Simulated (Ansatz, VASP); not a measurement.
# In: VASP beside Ansatz

```
In
1.0
     3.04506    0.00000    0.00000
     0.00000    3.04506    0.00000
     0.00000    0.00000    3.04506
In
1
Direct
  0.00000 0.00000 0.00000
```

Alike in both runs: task relaxation of cell and atoms; functional BLYP; k mesh 10 × 10 × 10; occupations fermi-dirac, width 0.1 eV; no spin polarisation.

|  | VASP | Ansatz |
| --- | --- | --- |
| version | VASP 6.6.1 | Ansatz 0.2.0 |
| potentials or method | VASP PAW PBE potentials, release 64 (In_d), cutoff 600 eV | plane waves (420 eV) with PAW, scalar-relativistic |
| valence electrons in the cell | 13 | 13 |

Ansatz gave:

```
relaxed volume (Å³/atom)                                     : 33.19
relaxed cell length with the largest relative difference (Å) : 3.214
```

**Question.** What did VASP give for the same quantities?

**Answer.** Relaxed volume (Å³/atom): 33.04; relaxed cell length with the largest relative difference (Å): 3.209.

VASP's potentials were made for PBE, not for BLYP.

Noted on VASP's run: the volume moved by over 15 % at a fixed basis, so the end points are rough.
